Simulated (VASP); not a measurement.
# Au (Pm-3m) in VASP: a series of runs, part 2 of 2

VASP 6.6.1. Earlier steps stand in the parts before.

### Step 3. Single point, PBEsol (volume scaled by 0.8)

File INCAR:

```
SYSTEM = Au
  ALGO = Normal
  EDIFF = 1E-6
  ENCUT = 520
  GGA = PS
  ISIF = 2
  ISMEAR = -1
  LASPH = .True.
  LCHARG = .False.
  LREAL = .False.
  LWAVE = .False.
  NBANDS = 12
  NELM = 80
  PREC = Accurate
  SIGMA = 0.08
```

File KPOINTS:

```
k-points
0
Gamma
  14 14 14
  0 0 0
```

File POSCAR:

```
Au
1.0
    2.5009275535      0.0000000000      0.0000000000
    0.0000000000      2.5009275535      0.0000000000
    0.0000000000      0.0000000000      2.5009275535
Au
1
Direct
    0.0000000000      0.0000000000      0.0000000000
```

Potentials or basis: VASP PAW PBE potentials, release 64 (Au).

Launch:

```console
$ cat potpaw_PBE.64/Au/POTCAR > POTCAR
$ mpirun -np 1 vasp_std > vasp.out
```

Wall time 9.5 s (1 thread of Intel Xeon Platinum 8488C (Sapphire Rapids), shared host); peak memory 0.14 GiB.

The run converged. Its results:

* Free energy: -3.1346 eV
* Pressure: 54.5 GPa

Levels at points of the mesh, in eV from the Fermi level:
```
           k point  band 3  band 4  band 5  band 6  band 7  band 8  band 9  band 10
(0.00, 0.00, 0.00)   -8.02   -1.40   -1.40   -1.40   15.32   15.32   15.32    21.63
(0.50, 0.00, 0.00)   -3.79   -3.79   -1.87   -1.16    3.51   16.39   19.87    21.74
(0.50, 0.50, 0.00)   -3.35   -3.35    0.40    3.69    3.69    9.51   13.13    21.86
(0.50, 0.50, 0.50)   -7.06    0.56    0.56    9.22    9.91    9.91    9.91    17.76
```

Caveat: the cell differs from its parent crystal (volume scaled by 0.8); the PAW data sets were made with another functional, which shifts forces and pressure a little; spin-orbit coupling is left out, which moves the levels of the heavy elements.

### Step 4. Single point, PBEsol (volume scaled by 0.9)

File INCAR:

```
SYSTEM = Au
  PREC = Accurate
  ENCUT = 520
  EDIFF = 1E-7
  ISMEAR = -1
  SIGMA = 0.08
  LREAL = .False.
  LASPH = .True.
  NELM = 60
  ALGO = Normal
  ISIF = 2
  LWAVE = .False.
  LCHARG = .True.
  GGA = PS
  LELF = .True.
  LVHAR = .True.
  NBANDS = 12
```

File KPOINTS:

```
Automatic mesh
0
Gamma
  14 14 14
  0 0 0
```

File POSCAR:

```
Au
1.0
    2.6010694733      0.0000000000      0.0000000000
    0.0000000000      2.6010694733      0.0000000000
    0.0000000000      0.0000000000      2.6010694733
Au
1
Direct
    0.0000000000      0.0000000000      0.0000000000
```

Launch:

```console
$ cat potpaw_PBE.64/Au/POTCAR > POTCAR
$ mpirun -np 1 vasp_std > vasp.out
```

It took 9.6 s on 1 thread of Intel Xeon Platinum 8488C (Sapphire Rapids), shared host; peak memory 0.14 GiB.

Results (log left out):

```yaml
Free_energy: -3.5563 eV
Pressure: 18.4 GPa
```

Levels at points of the mesh, in eV from the Fermi level:
```tsv
k point	band 1	band 2	band 3	band 4	band 5	band 6	band 7	band 8	band 9	band 10
(0.00, 0.00, 0.00)	-9.25	-6.85	-6.85	-1.36	-1.36	-1.36	14.75	14.75	14.75	20.36
(0.50, 0.00, 0.00)	-6.83	-6.33	-3.29	-3.29	-1.21	-1.17	2.88	16.49	19.32	20.63
(0.50, 0.50, 0.00)	-6.88	-5.84	-2.94	-2.94	0.12	3.78	3.78	8.11	12.42	21.36
(0.50, 0.50, 0.50)	-5.98	-5.98	-5.98	0.25	0.25	9.25	9.25	9.25	9.74	15.21
```

Caveat: the cell differs from its parent crystal (volume scaled by 0.9); the PAW data sets were made with another functional, which shifts forces and pressure a little; spin-orbit coupling is left out, which moves the levels of the heavy elements.

### Step 5. Single point, PBEsol

This run uses another cell than the first one, of 7.82 Å³/atom, 0.500 times its volume.

File INCAR:

```
ALGO = Normal
EDIFF = 1E-6
ENCUT = 500
GGA = PS
GGA_COMPAT = False
ISIF = 2
ISMEAR = -1
LASPH = True
LCHARG = True
LELF = True
LREAL = False
LVHAR = True
LWAVE = False
NBANDS = 12
NELM = 120
PREC = Accurate
SIGMA = 0.15
```

File KPOINTS:

```
k-points
0
Gamma
  14 14 14
```

File POSCAR:

```
Au
1.0
    1.9849875146      0.0000000000      0.0000000000
    0.0000000000      1.9849875146      0.0000000000
    0.0000000000      0.0000000000      1.9849875146
Au
1
Direct
    0.0000000000      0.0000000000      0.0000000000
```

Potentials or basis: VASP PAW PBE potentials, release 64 (Au).

Launch:

```console
$ cat potpaw_PBE.64/Au/POTCAR > POTCAR
$ mpirun -np 1 vasp_std > vasp.out
```

OUTCAR:

```text
EDIFF = 1E-6
   ENCUT = 500
   GGA = PS
   ISIF = 2
   ISMEAR = -1
   LASPH = True
   LREAL = False
   NELM = 120
   PREC = Accurate

 ion  position               nearest neighbor table
   1  0.000  0.000  0.000-

  LATTYP: Found a simple cubic cell.
 ALAT       =     1.9849875146

  Lattice vectors:

 A1 = (   1.9849875146,   0.0000000000,   0.0000000000)
 A2 = (   0.0000000000,   1.9849875146,   0.0000000000)
 A3 = (   0.0000000000,   0.0000000000,   1.9849875146)

Analysis of symmetry for initial positions (statically):
[... 529 lines left out ...]
      6      25.4264      2.00000
      7      38.7596      0.00000
      8      46.6130      0.00000
      9      47.9697      0.00000
     10      59.5671      0.00000
     11      60.4213      0.00000
     12      61.2310      0.00000

 [... further k-points ...]
[... 5 lines left out ...]
  --------------------------------------------------------------------------------------
  -------------------------------------------------------------------------------------
  Total       64.2678544     64.2678544     64.2678544     -0.0000000      0.0000000     -0.0000000
  in kB    13165.3086587  13165.3086587  13165.3086587     -0.0000000      0.0000000     -0.0000000
  external PRESSURE =   13165.3086587 kB  Pullay stress =       0.0000000 kB

 VOLUME and BASIS-vectors are now :
 -----------------------------------------------------------------------------
  energy-cutoff  :      500.00
  volume of cell :        7.82
      direct lattice vectors                 reciprocal lattice vectors
     1.984987515  0.000000000  0.000000000     0.503781506  0.000000000  0.000000000
     0.000000000  1.984987515  0.000000000     0.000000000  0.503781506  0.000000000
     0.000000000  0.000000000  1.984987515     0.000000000  0.000000000  0.503781506

 POSITION                                       TOTAL-FORCE (eV/Angst)
 -----------------------------------------------------------------------------------
      0.00000      0.00000      0.00000         0.000000      0.000000      0.000000
 -----------------------------------------------------------------------------------
    total drift:                               -0.000000     -0.000000     -0.000000

  FREE ENERGIE OF THE ION-ELECTRON SYSTEM (eV)
  ---------------------------------------------------
  free  energy   TOTEN  =        16.3081309915 eV

  energy  without entropy=       16.3229862281  energy(sigma->0) =       16.31555861
```

Run time: 2.6 s. Hardware: 1 thread of Intel Xeon 6975P-C (Granite Rapids), shared host; peak memory 0.11 GiB.

The run converged, but its numbers aren't listed here, since they failed a check.

Caveat: the PAW data sets were made with another functional, which shifts forces and pressure a little; spin-orbit coupling is left out, which moves the levels of the heavy elements.
